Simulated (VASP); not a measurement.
Zn3CdSi4P8: single point with PBEsol

The system is Zn3CdSi4P8.

```xyz
64
Lattice="10.8414 -0.0001 0.0000 -0.0001 10.8448 0.0000 0.0000 0.0000 10.4762" Properties=species:S:1:pos:R:3 pbc="T T T"
Zn   10.8290    0.0305   10.4747
Zn   10.8217    5.4013   10.4564
Zn    5.4018    5.4090   10.4601
Zn    0.0088    2.7031    2.6249
Zn    5.4041    2.7212    2.6379
Zn    2.7122    5.4216    7.8507
Zn    8.1514    0.0021    7.8433
Zn    8.1301    5.4137    7.8530
Zn    2.7187    2.7282    5.2328
Zn    2.6918    8.1143    5.2550
Zn    8.1193    2.7118    5.2409
Zn    8.1327    8.1315    5.2754
Cd    5.4606   10.8367    0.0176
Cd    0.0170    8.1472    2.6300
Cd    5.4542    8.1288    2.6567
Cd    2.7114   10.8125    7.8592
Si   10.8302    0.0341    5.2491
Si   10.8361    5.4007    5.2394
Si    5.4519    0.0256    5.2374
Si    5.4228    5.3987    5.2296
Si    2.6903    0.0532    2.6252
Si    2.7127    5.3722    2.6190
Si    8.1623    0.0643    2.6171
Si    8.1383    5.3757    2.6082
Si    2.6915    2.7665   10.4728
Si    2.6801    8.0785   10.4583
Si    8.1652    2.7431   10.4709
Si    8.1604    8.0993   10.4332
Si   10.8197    2.7406    7.8496
Si   10.8208    8.1070    7.8406
Si    5.4471    2.7647    7.8534
Si    5.4509    8.0860    7.8166
P     1.4300    1.3813    1.2909
P     1.4856    6.6611    1.2487
P     6.9305    1.4661    1.3799
P     6.9301    6.6949    1.2335
P     1.2037    1.4315    6.4978
P     1.2564    6.7635    6.5395
P     6.6881    1.3644    6.5707
P     6.6999    6.7333    6.5247
P     3.9903    4.0537    1.3139
P     3.8199    9.4681    1.3109
P     9.4391    4.0550    1.3119
P     9.3233    9.5547    1.2337
P     4.0754    1.2801    3.9284
P     3.9846    6.6079    3.9883
P     9.5000    1.2934    3.9304
P     9.4084    6.6174    3.9853
P     1.3411    4.1318    3.9229
P     1.4235    9.6715    4.0188
P     6.7603    4.1319    3.9163
P     6.8817    9.6721    3.9916
P     1.3323    4.0016    9.1457
P     1.2552    9.3115    9.2295
P     6.7921    4.0026    9.1680
P     6.8404    9.3126    9.0753
P     4.1595    4.0701    6.5447
P     4.2363    9.4055    6.4619
P     9.5522    4.0712    6.5455
P     9.5822    9.4903    6.5422
P     4.0718    1.5899    9.1674
P     4.0722    6.8630    9.1455
P     9.4845    1.4520    9.1524
P     9.4940    6.8263    9.1424
```

- Program: VASP 6.6.1
- Task: single point
- Functional: PBEsol
- Potentials or basis: VASP PAW PBE potentials, release 64 (Zn, Cd, Si, P)
- Cutoff: 500 eV
- k mesh: 1 × 1 × 1, shifted
- Occupations: fermi-dirac, width 0.05 eV
- Spin: no spin polarisation

The pressure is 0.2 GPa. The largest force is 0.042 eV/Å and the band gap on the k mesh is 1.78 eV.

Forces in eV/Å, atoms in the order of the input:
```
Zn   0.001  0.000  0.001
Zn  -0.002  0.000 -0.004
Zn  -0.004  0.001 -0.003
Zn   0.000  0.001  0.002
Zn   0.000  0.001  0.004
Zn  -0.001  0.000 -0.001
Zn   0.002  0.000  0.001
Zn   0.002 -0.002 -0.001
Zn   0.000  0.000  0.001
Zn   0.000 -0.001 -0.001
Zn  -0.001 -0.001  0.000
Zn   0.000 -0.002  0.002
Cd  -0.002 -0.001  0.001
Cd   0.002  0.000 -0.003
Cd   0.003 -0.001 -0.001
Cd   0.001  0.000 -0.003
Si  -0.001 -0.002  0.002
Si   0.001  0.005  0.000
Si  -0.004 -0.002  0.000
Si  -0.003  0.005  0.000
Si   0.004 -0.001 -0.002
Si   0.001 -0.003 -0.001
Si  -0.006 -0.005 -0.003
Si  -0.002 -0.003 -0.002
Si   0.003 -0.004  0.004
Si   0.003  0.001 -0.001
Si  -0.002 -0.002  0.002
Si  -0.004  0.002  0.002
Si   0.002 -0.002 -0.001
Si   0.004  0.004 -0.006
Si  -0.001 -0.003  0.000
Si  -0.003  0.001 -0.001
P    0.016 -0.005 -0.001
P    0.029 -0.011 -0.004
P    0.032  0.009  0.011
P    0.028 -0.013 -0.010
P   -0.025  0.011 -0.008
P   -0.015 -0.002  0.000
P   -0.012  0.001  0.003
P   -0.014  0.007 -0.004
P   -0.018  0.007  0.001
P   -0.042  0.000  0.000
P   -0.019  0.004  0.003
P   -0.025  0.011 -0.009
P   -0.003 -0.018  0.001
P   -0.015 -0.022  0.012
P   -0.003 -0.013  0.003
P   -0.013 -0.025  0.013
P    0.006  0.014  0.000
P    0.013  0.023  0.010
P    0.006  0.014 -0.006
P    0.014  0.026  0.014
P    0.007 -0.015 -0.002
P   -0.009 -0.022  0.014
P   -0.007 -0.012  0.002
P    0.012 -0.025 -0.007
P    0.011  0.000 -0.001
P    0.023 -0.010 -0.010
P    0.017 -0.003 -0.003
P    0.013 -0.001 -0.001
P   -0.003  0.033  0.000
P    0.001  0.014 -0.001
P    0.001  0.017 -0.005
P    0.002  0.020 -0.001
```

Stress tensor (GPa, compression positive):
```
 0.18 -0.60 -0.62
-0.60  0.19 -0.54
-0.62 -0.54  0.18
```

Levels at points of the mesh, in eV from the valence-band top:
| k point | band 205 | band 206 | band 207 | band 208 | band 209 | band 210 | band 211 | band 212 |
| --- | --- | --- | --- | --- | --- | --- | --- | --- |
| (0.25, 0.25, 0.25) | -0.27 | -0.21 | -0.15 | 0.00 | 1.78 | 1.84 | 1.86 | 2.15 |

It took 8.6 min on 1 thread of Intel(R) Xeon(R) Platinum 8488C (Sapphire Rapids), on a shared host, peak memory 1.1 GiB.

Caveat: the PAW data sets were made with another functional, which shifts forces and pressure a little; a shifted mesh leaves out Γ, where band edges can lie. A k mesh can miss the band edges.
